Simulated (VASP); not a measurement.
# KF (R-3m) in VASP: notebook

KF is run at these levels: PBE; tasks: single point.

Program: VASP 6.6.1. These are calculated values, not measurements. Logs are shortened: lines on timing, memory, paths and dates and some standing lists are left out, and cuts for length are marked.

## Step 1: The cell of the first run

Symmetry: R-3m, No. 166, trigonal system. Conventional cell: a = 3.810 Å, b = 3.810 Å, c = 10.112 Å, α = 90.00°, β = 90.00°, γ = 120.00°. Within 4.1 Å of K (site symmetry -3m) lie 6 F at 2.77 Å and 12 K at 3.81 to 4.03 Å. F (site symmetry -3m) has 6 K at 2.77 Å and 12 F at 3.81 to 4.03 Å within 4.1 Å.

## Step 2: Single point, PBE (21.19 Å³/atom)

Contents of INCAR:

```
PREC     = Accurate       # precision mode
ENCUT    = 520            # plane-wave cutoff, eV
EDIFF    = 1E-7           # SCF threshold, eV
ISMEAR   = 0              # smearing method
SIGMA    = 0.05           # smearing width, eV
LREAL    = F              # projectors in reciprocal space
LASPH    = T              # aspherical terms in the spheres
NELM     = 80             # most SCF steps
ALGO     = Normal         # electronic algorithm
ISIF     = 2              # what is computed and relaxed
LWAVE    = F              # write WAVECAR
LCHARG   = F              # write CHGCAR
GGA      = PE             # functional
NBANDS   = 15             # bands
```

Contents of KPOINTS:

```
Automatic mesh
0
Gamma
  8 8 8
```

Contents of POSCAR:

```
KF
1.0
    0.1499762182      2.8441597785      2.8441597785
    2.8441597785      0.1499762182      2.8441597785
    2.8441597785      2.8441597785      0.1499762182
K F
1 1
Direct
    0.0000000000      0.0000000000      0.0000000000
    0.5000000000      0.5000000000      0.5000000000
```

Potentials or basis: VASP PAW PBE potentials, release 64 (K_sv, F).

Started as:

```console
$ cat potpaw_PBE.64/K_sv/POTCAR potpaw_PBE.64/F/POTCAR > POTCAR
$ mpirun -np 1 vasp_std > vasp.out
```

OUTCAR:

```text
PREC = Accurate
   ENCUT = 520
   EDIFF = 1E-7
   ISMEAR = 0
   LREAL = F
   LASPH = T
   NELM = 80
   ISIF = 2
   GGA = PE

 ion  position               nearest neighbor table
   1  0.000  0.000  0.000-   2 2.77   2 2.77   2 2.77   2 2.77   2 2.77   2 2.77
   2  0.500  0.500  0.500-   1 2.77   1 2.77   1 2.77   1 2.77   1 2.77   1 2.77

  LATTYP: Found a trigonal (rhomboedric) cell.
 ALAT       =     4.0250444168
 COS(alpha) =     0.5519638990

  Lattice vectors:

 A1 = (   0.1499762182,   2.8441597785,   2.8441597785)
 A2 = (   2.8441597785,   0.1499762182,   2.8441597785)
 A3 = (   2.8441597785,   2.8441597785,   0.1499762182)

Analysis of symmetry for initial positions (statically):
=====================================================================
 Subroutine PRICEL returns:
 Original cell was already a primitive cell.

 Routine SETGRP: Setting up the symmetry group for a
 trigonal (rhombohedral) supercell.

 Subroutine GETGRP returns: Found 12 space group operations
 (whereof 12 operations were pure point group operations)
 out of a pool of 12 trial point group operations.

The static configuration has the point symmetry D_3d.

Analysis of symmetry for dynamics (positions and initial velocities):
=====================================================================
 Subroutine PRICEL returns:
 Original cell was already a primitive cell.

 Routine SETGRP: Setting up the symmetry group for a
 trigonal (rhombohedral) supercell.

 Subroutine GETGRP returns: Found 12 space group operations
 (whereof 12 operations were pure point group operations)
 out of a pool of 12 trial point group operations.

The dynamic configuration has the point symmetry D_3d.

 Subroutine INISYM returns: Found 12 space group operations
 (whereof 12 operations are pure point group operations),
 and found     1 'primitive' translations

----------------------------------------------------------------------------------------

                                     Primitive cell

  volume of cell :      42.3780

  direct lattice vectors                    reciprocal lattice vectors
     0.149976218  2.844159778  2.844159778    -0.190352352  0.180817606  0.180817606
     2.844159778  0.149976218  2.844159778     0.180817606 -0.190352352  0.180817606
     2.844159778  2.844159778  0.149976218     0.180817606  0.180817606 -0.190352352

  length of vectors
     4.025044417  4.025044417  4.025044417     0.318785243  0.318785243  0.318785243

  position of ions in fractional coordinates (direct lattice)
     0.000000000  0.000000000  0.000000000
     0.500000000  0.500000000  0.500000000

  ion indices of the primitive-cell ions
   primitive index   ion index
                 1           1
                 2           2

----------------------------------------------------------------------------------------

 KPOINTS: Automatic mesh

Automatic generation of k-mesh.
 Grid dimensions read from file:
 generate k-points for:    8    8    8

 Generating k-lattice:

  Cartesian coordinates                     Fractional coordinates (reciprocal lattice)
    -0.023794044  0.022602201  0.022602201     0.125000000  0.000000000  0.000000000
     0.022602201 -0.023794044  0.022602201     0.000000000  0.125000000  0.000000000
     0.022602201  0.022602201 -0.023794044     0.000000000  0.000000000  0.125000000

  Length of vectors
     0.039848155  0.039848155  0.039848155

  Shift w.r.t. Gamma in fractional coordinates (k-lattice)
     0.000000000  0.000000000  0.000000000

 Subroutine IBZKPT returns following result:
 ===========================================

 Found     65 irreducible k-points:

 Following reciprocal coordinates:
            Coordinates               Weight
  0.000000  0.000000  0.000000      1.000000
  0.125000 -0.000000 -0.000000      6.000000
  0.250000 -0.000000 -0.000000      6.000000
  0.375000 -0.000000 -0.000000      6.000000
  0.500000 -0.000000 -0.000000      3.000000
  0.125000  0.125000 -0.000000      6.000000
[... 16 lines left out ...]
  0.250000  0.125000  0.125000      6.000000
  0.375000  0.125000  0.125000      6.000000
 [... further k-points ...]
   k-points           NKPTS =     65   k-points in BZ     NKDIM =     65   number of bands    NBANDS=     15
   number of dos      NEDOS =    301   number of ions     NIONS =      2
   total plane-waves  NPLWV =  27000
   dimension x,y,z NGX =    30 NGY =   30 NGZ =   30
   dimension x,y,z NGXF=    60 NGYF=   60 NGZF=   60
   ions per type =               1   1
   NGX,Y,Z   is equivalent  to a cutoff of  12.39, 12.39, 12.39 a.u.
   NGXF,Y,Z  is equivalent  to a cutoff of  24.78, 24.78, 24.78 a.u.
 SYSTEM =  unknown system
   PREC   = accura    normal or accurate (medium, high low for compatibility)
   ISTART =      0    job   : 0-new  1-cont  2-samecut
   ICHARG =      2    charge: 1-file 2-atom 10-const
   ISPIN  =      1    spin polarized calculation?
   LNONCOLLINEAR =      F non collinear calculations
   LSORBIT =      F    spin-orbit coupling
   LASPH  =      T    aspherical Exc in radial PAW
   ENCUT  =  520.0 eV  38.22 Ry    6.18 a.u.   7.48  7.48  7.48*2*pi/ulx,y,z
   NELM   =     80;   NELMIN=  2; NELMDL= -5     # of ELM steps
   EDIFF  = 0.1E-06   stopping-criterion for ELM
   LREAL  =      F    real-space projection
   EDIFFG = 0.1E-05   stopping-criterion for IOM
   NSW    =      0    number of steps for IOM
   IBRION =     -1    ionic relax: 0-MD 1-quasi-New 2-CG
   NFREE  =      0    steps in history (QN), initial steepest desc. (CG)
   ISIF   =      2    stress and relaxation
   ISYM   =      2    0-nonsym 1-usesym 2-fastsym
   POTIM  = 0.5000    time-step for ionic-motion
   TEBEG  =    0.0;   TEEND  =   0.0 temperature during run
   PSTRESS=    0.0 pullay stress
   NELECT =      16.0000    total number of electrons
   NUPDOWN=      -1.0000    fix difference up-down
   EMIN   =  10.00;   EMAX   =-10.00  energy-range for DOS
   EFERMI =   0.00;   METHOD = LEGACY
   ISMEAR =     0;   SIGMA  =   0.05  broadening in eV -4-tet -1-fermi 0-gaus
   EFERMI_NEDOS =   21; number of points for ismear=-14 and -15
   IALGO  =     38    algorithm
   IMIX   =      4    mixing-type and parameters
     AMIX     =   0.40;   BMIX     =  1.00
     AMIX_MAG =   1.60;   BMIX_MAG =  1.00
  volume/ion in A,a.u.               =      21.19       142.99
  Fermi-wavevector in a.u.,A,eV,Ry     =   1.183227  2.235974 19.048506  1.400026
  Thomas-Fermi vector in A             =   2.319465
   LORBIT       =      0    0 simple, 1 ext, 2 COOP (PROOUT), +10 PAW based schemes
   GGA     = PE    functional components
   LHFCALC =     F    Hartree Fock is set to
   AEXX    =    0.0000 exact exchange contribution
   IVDW    =     0    specifies the selected vdW correction
   LEPSILON=     F    determine dielectric tensor
   LRPA    =     F    only Hartree local field effects (RPA)
 non-spin polarized calculation
 Gauss-broadening in eV      SIGMA  =   0.05
  energy-cutoff  :      520.00
  volume of cell :       42.38
 maximum number of plane-waves:      1153
 NGX is ok and might be reduce to    30
   NGX = 15   NGY = 15   NGZ = 15

 number of electron      15.9999990 magnetization

 Free energy of the ion-electron system (eV)
  ---------------------------------------------------
  ext. energy  EPLUGINS =         0.00000000
  ---------------------------------------------------
  free energy    TOTEN  =        -8.27162857 eV

  energy without entropy =       -8.27162857  energy(sigma->0) =       -8.27162857

 E-fermi :  -2.7476     XC(G=0):  -7.9441

 val. band max:       -3.0067776987   @ k =   0.0000   0.0000   0.0000
 cond. band min:       2.5761878740   @ k =   0.0000   0.0000   0.0000
 fundamental gap:      5.5829655727
 Fermi energy:        -2.7476152053

 k-point     1 :       0.0000    0.0000    0.0000
  band No.  band energies     occupation
      1     -29.5327      2.00000
      2     -21.6430      2.00000
      3     -12.8513      2.00000
      4     -12.8378      2.00000
      5     -12.8378      2.00000
      6      -3.0969      2.00000
      7      -3.0068      2.00000
      8      -3.0068      2.00000
      9       2.5762      0.00000
     10       6.8659      0.00000
     11       7.5124      0.00000
     12       7.5124      0.00000
     13       8.8964      0.00000
     14       8.8964      0.00000
     15      13.1604      0.00000

 k-point     2 :       0.1250   -0.0000   -0.0000
  band No.  band energies     occupation
      1     -29.5235      2.00000
      2     -21.6484      2.00000
      3     -12.8783      2.00000
      4     -12.8517      2.00000
      5     -12.8460      2.00000
      6      -3.1586      2.00000
      7      -3.1163      2.00000
      8      -3.0470      2.00000
      9       2.9877      0.00000
     10       7.0090      0.00000
     11       7.2782      0.00000
     12       7.7357      0.00000
     13       8.9706      0.00000
     14       8.9956      0.00000
     15      13.8941      0.00000

 k-point     3 :       0.2500   -0.0000   -0.0000
  band No.  band energies     occupation
      1     -29.5013      2.00000
      2     -21.6618      2.00000
      3     -12.9741      2.00000
      4     -12.8656      2.00000
      5     -12.8533      2.00000
      6      -3.4066      2.00000
      7      -3.2426      2.00000
      8      -3.1425      2.00000
      9       4.0325      0.00000
     10       6.7321      0.00000
     11       7.6075      0.00000
     12       8.2819      0.00000
     13       9.2560      0.00000
     14       9.3394      0.00000
     15      14.7425      0.00000
[... 343 lines left out ...]
 k-point    23 :       0.2500    0.1250    0.1250
  band No.  band energies     occupation
      1     -29.5141      2.00000
      2     -21.6592      2.00000
      3     -12.8939      2.00000
      4     -12.8842      2.00000
      5     -12.8415      2.00000
      6      -3.3426      2.00000
      7      -3.1153      2.00000
      8      -3.0781      2.00000
      9       3.4986      0.00000
     10       6.6362      0.00000
     11       7.7662      0.00000
     12       7.8903      0.00000
     13       9.1986      0.00000
     14       9.2404      0.00000
     15      14.3912      0.00000

 k-point    24 :       0.3750    0.1250    0.1250
  band No.  band energies     occupation
      1     -29.4921      2.00000
      2     -21.6696      2.00000
      3     -12.9986      2.00000
      4     -12.8939      2.00000
      5     -12.8614      2.00000
      6      -3.5139      2.00000
      7      -3.2059      2.00000
      8      -3.1994      2.00000
      9       4.5571      0.00000
     10       6.5315      0.00000
     11       7.9126      0.00000
     12       8.4692      0.00000
     13       9.5076      0.00000
     14       9.7681      0.00000
     15      13.7577      0.00000

 [... further k-points ...]

------------------------ aborting loop because EDIFF is reached ----------------------------------------

  FORCE on cell =-STRESS in cart. coord.  units (eV):
  Direction    XX          YY          ZZ          XY          YZ          ZX
  --------------------------------------------------------------------------------------
  -------------------------------------------------------------------------------------
  Total       -0.4348855     -0.4348855     -0.4348855     -0.2262474     -0.2262474     -0.2262474
  in kB      -16.4416364    -16.4416364    -16.4416364     -8.5536958     -8.5536958     -8.5536958
  external PRESSURE =     -16.4416364 kB  Pullay stress =       0.0000000 kB

 VOLUME and BASIS-vectors are now :
 -----------------------------------------------------------------------------
  energy-cutoff  :      520.00
  volume of cell :       42.38
      direct lattice vectors                 reciprocal lattice vectors
     0.149976218  2.844159778  2.844159778    -0.190352352  0.180817606  0.180817606
     2.844159778  0.149976218  2.844159778     0.180817606 -0.190352352  0.180817606
     2.844159778  2.844159778  0.149976218     0.180817606  0.180817606 -0.190352352

 POSITION                                       TOTAL-FORCE (eV/Angst)
 -----------------------------------------------------------------------------------
      0.00000      0.00000      0.00000         0.000000     -0.000000      0.000000
      2.91915      2.91915      2.91915        -0.000000      0.000000     -0.000000
 -----------------------------------------------------------------------------------
    total drift:                                0.000000      0.000000      0.000000

  FREE ENERGIE OF THE ION-ELECTRON SYSTEM (eV)
  ---------------------------------------------------
  free  energy   TOTEN  =        -8.2716285674 eV

  energy  without entropy=       -8.2716285674  energy(sigma->0) =       -8.27162857
```

It took 31 s on 1 thread of Intel Xeon Platinum 8488C (Sapphire Rapids), shared host; peak memory 0.18 GiB.

What came out:

```
Free energy            : -8.2716 eV
Pressure               : -1.6 GPa
Band gap on the k mesh : 5.58 eV
```

Stress tensor (GPa, compression positive):
```
-1.64 -0.86 -0.86
-0.86 -1.64 -0.86
-0.86 -0.86 -1.64
```

Levels at points of the mesh, in eV from the valence-band top:
| k point | band 5 | band 6 | band 7 | band 8 | band 9 | band 10 | band 11 | band 12 |
| --- | --- | --- | --- | --- | --- | --- | --- | --- |
| (0.00, 0.00, 0.00) | -9.83 | -0.09 | 0.00 | 0.00 | 5.58 | 9.87 | 10.52 | 10.52 |
| (0.50, 0.00, 0.00) | -9.85 | -0.72 | -0.39 | -0.27 | 8.62 | 9.87 | 11.23 | 11.86 |
| (0.50, 0.50, 0.00) | -9.97 | -0.29 | -0.14 | -0.07 | 8.02 | 9.65 | 10.96 | 12.92 |
| (0.50, 0.50, 0.50) | -9.85 | -0.73 | -0.22 | -0.22 | 8.31 | 9.60 | 11.41 | 11.41 |

A k mesh can miss the band edges. As with any semilocal functional, this PBE gap is likely too small.

[end of part 1 of 2]
